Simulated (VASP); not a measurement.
H, 2 atoms in the cell. It takes space group P6_3/mmc (No. 194, hexagonal). The conventional cell has a = 5.321 Å, b = 5.321 Å, c = 3.962 Å, α = 90.00°, β = 90.00°, γ = 120.00°. Within 4.8 Å of H (site symmetry -6m2) lie 8 H at 3.66 to 3.96 Å. 

* Program: VASP 6.6.1
* Task: single point
* Functional: PBEsol
* Potentials or basis: VASP PAW PBE potentials, release 64 (H)
* Cutoff: 500 eV
* k mesh: 3 × 3 × 4
* Occupations: gaussian, width 0.1 eV
* Spin: collinear spin
* Starting moments: [1.03, 1.03] μB
* Dipole correction: no
* Further INCAR settings: ALGO = Normal; EDIFF = 1e-06; NBANDS = 12

Potentials or basis: VASP PAW PBE potentials, release 64 (H).

Command:

```console
$ cat potpaw_PBE.64/H/POTCAR > POTCAR
$ mpirun -np 1 vasp_std > vasp.out
```

Hardware: 1 thread of Intel Xeon 8259CL, on a shared host.

How long does it take, and how much memory?

It took 62 s on 1 thread of Intel Xeon 8259CL, on a shared host, peak memory 0.23 GiB. Counts: scf iterations 22, k points 9.
